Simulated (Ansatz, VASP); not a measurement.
One calculation of TaH4, two programs

```
Ta H
1.0
     0.00000    2.44544    2.44544
     2.44544    0.00000    2.44544
     2.44544    2.44544    0.00000
Ta H
1 4
Direct
  0.25000 0.25000 0.25000
  0.62749 0.62749 0.62749
  0.62749 0.62749 0.11754
  0.62749 0.11754 0.62749
  0.11754 0.62749 0.62749
```

Alike in both runs: functional PBE; k mesh 4 × 4 × 4; occupations gaussian, width 0.15 eV; no spin polarisation.

Ansatz relaxed the structure, and its values are those at the end. VASP's run is a single point on that final structure, the one shown.

|  | VASP | Ansatz |
| --- | --- | --- |
| version | VASP 6.6.1 | Ansatz 0.2.0 |
| potentials or method | VASP PAW PBE potentials, release 64 (Ta_pv, H), cutoff 520 eV | scalar-relativistic, plane waves, PAW |
| valence electrons in the cell | 15 | 17 |

|  | VASP | Ansatz | Ansatz less VASP |
| --- | --- | --- | --- |
| gap on the k mesh at the Fermi level (eV) | none | none | - |
| pressure (GPa) | -0.2 | -0.2 | -0.05 |

A gap of «none» marks a metal or a gap that the smearing closes. With one functional, cell and mesh, what is left measures potentials, basis and numerics. VASP's potentials hold 15 valence electrons a cell and Ansatz's 17, so a difference there can come from the potentials and not from the codes.

The k mesh is coarse, so the values compare programs but aren't converged. Spin-orbit coupling is off throughout.
